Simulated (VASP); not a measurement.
A run of VASP 6.6.1:

File POSCAR:

```
BN
1.0
    0.0000000000      1.8409219587      1.7893037172
    1.8409219587      0.0000000000      1.7893037172
    1.8409219587      1.8409219587      0.0000000000
B N
1 1
Direct
    0.0000000000      0.0000000000      0.0000000000
    0.2500000000      0.2500000000      0.2500000000
```

Contents of INCAR.step1:

```
PREC     = Accurate       # precision mode
ENCUT    = 520            # plane-wave cutoff, eV
EDIFF    = 1E-5           # SCF threshold, eV
ISMEAR   = 0              # smearing method
SIGMA    = 0.01           # smearing width, eV
LREAL    = F              # projectors in reciprocal space
LASPH    = T              # aspherical terms in the spheres
NELM     = 80             # most SCF steps
ALGO     = Normal         # electronic algorithm
ISIF     = 2              # what is computed and relaxed
LWAVE    = T              # write WAVECAR
LCHARG   = F              # write CHGCAR
GGA      = PE             # functional
NBANDS   = 11             # bands
```

Contents of INCAR.step2:

```
PREC     = Accurate       # precision mode
ENCUT    = 520            # plane-wave cutoff, eV
EDIFF    = 1E-7           # SCF threshold, eV
ISMEAR   = 0              # smearing method
SIGMA    = 0.01           # smearing width, eV
LREAL    = F              # projectors in reciprocal space
LASPH    = T              # aspherical terms in the spheres
NELM     = 80             # most SCF steps
ALGO     = Normal         # electronic algorithm
ISIF     = 2              # what is computed and relaxed
LWAVE    = F              # write WAVECAR
LCHARG   = F              # write CHGCAR
GGA      = PE             # functional
LHFCALC  = T              # exact exchange
HFSCREEN = 0.2079         # screening, 1/A
PRECFOCK = Normal       
ISTART   = 1            
NBANDS   = 11             # bands
```

KPOINTS

```
Automatic mesh
0
Gamma
  8 8 8
```

Potentials or basis: VASP PAW PBE potentials, release 64 (B, N).

Command:

```console
$ cat potpaw_PBE.64/B/POTCAR potpaw_PBE.64/N/POTCAR > POTCAR
$ cp INCAR.step1 INCAR
$ mpirun -np 1 vasp_std > vasp.out
$ cp INCAR.step2 INCAR
$ mpirun -np 1 vasp_std > vasp.out
```

Hardware: 1 thread of Intel(R) Xeon(R) Platinum 8488C (Sapphire Rapids) (shared host).

Q: Estimate the wall time of this run.

A: Wall time 18 min on 1 thread of Intel(R) Xeon(R) Platinum 8488C (Sapphire Rapids), on a shared host, peak memory 0.23 GiB. Counts: k points 59.
